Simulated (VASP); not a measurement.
Runs of VASP 6.6.1 on O. Symmetry: R-3m, No. 166, trigonal system. The conventional cell has a = 2.847 Å, b = 2.847 Å, c = 10.225 Å, α = 90.00°, β = 90.00°, γ = 120.00°. Within 1.6 Å of O (site symmetry 3m) lie 1 O at 1.18 Å. 

```tsv
k mesh	gap on the mesh (eV)	pressure (GPa)	largest force (eV/Å)
4 × 4 × 4	none	5.8	3.84
6 × 6 × 6	none	(c)	3.81
8 × 8 × 8	none	5.4	(a)
3 × 3 × 3	none	4.7	(b)
5 × 5 × 5	none	5.6	3.84
```

Alike in all rows: task single point; level r2SCAN; potentials or basis VASP PAW PBE potentials, release 64 (O); no spin polarisation; cell as given; cutoff (eV) 520; smearing fermi-dirac 0.1 eV.

Problem. Estimate the missing entries.

Solution. (a) 3.80; (b) 3.70; (c) 5.2.

Caveats: some runs use coarse meshes; the standard files for N, O and F lose accuracy on very short bonds; spin is off for a triplet molecule; the PAW data sets were made with another functional, which shifts forces and pressure a little.

A gap of «none» marks levels without a gap at the run's occupations.
